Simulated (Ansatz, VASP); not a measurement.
One calculation of In, two programs

The input INCAR:

```
SYSTEM = In
PREC = Accurate
ENCUT = 520
EDIFF = 1E-6
ISMEAR = 0
SIGMA = 0.15
LREAL = .FALSE.
LASPH = .TRUE.
NELM = 60
ALGO = Fast
ISIF = 2
LWAVE = .FALSE.
LCHARG = .TRUE.
GGA = PE
LELF = .TRUE.
LVHAR = .TRUE.
NBANDS = 12
```

File KPOINTS:

```
Automatic mesh
0
G
  18 18 18
  0 0 0
```

Contents of POSCAR:

```
In
1.0
   -1.7319232208      1.7319232208      1.9578262496
    1.7319232208     -1.7319232208      1.9578262496
    1.7319232208      1.7319232208     -1.9578262496
In
1
Direct
    0.0000000000      0.0000000000      0.0000000000
```

Input for Ansatz:

```yaml
crystal:
  lattice:
    - [-1.7319232208, 1.7319232208, 1.9578262496]
    - [1.7319232208, -1.7319232208, 1.9578262496]
    - [1.7319232208, 1.7319232208, -1.9578262496]
  atoms:
    - { symbol: In, position: [0.0, 0.0, 0.0] }
basis:
  ecutwfc: 420
kpoints:
  mp_grid: { grid: [18, 18, 18] }
hamiltonian:
  xc: pbe
scf:
  occupations: { method: gaussian, width: 0.15 }
output:
  forces: true
  stress: true
  eigenvalues: true
```

Change from the starting cell: strain -0.080 along x and y, +0.040 along z, atoms carried along.

Alike in both runs: task single point; functional PBE; k mesh 18 × 18 × 18; occupations gaussian, width 0.15 eV; no spin polarisation.

|  | VASP | Ansatz |
| --- | --- | --- |
| version | VASP 6.6.1 | Ansatz 0.2.0 |
| potentials or method | VASP PAW PBE potentials, release 64 (In_d), cutoff 520 eV | scalar-relativistic, plane waves, PAW |
| valence electrons in the cell | 13 | 13 |

|  | VASP | Ansatz | Ansatz less VASP |
| --- | --- | --- | --- |
| gap on the k mesh at the Fermi level (eV) | none | none | - |
| pressure (GPa) | 8.6 | 8.6 | +0.04 |
| traceless stress, the component that is largest in VASP (GPa) | 0.83 | 0.83 | 0.000 |

A gap of «none» marks a metal or a gap that the smearing closes.
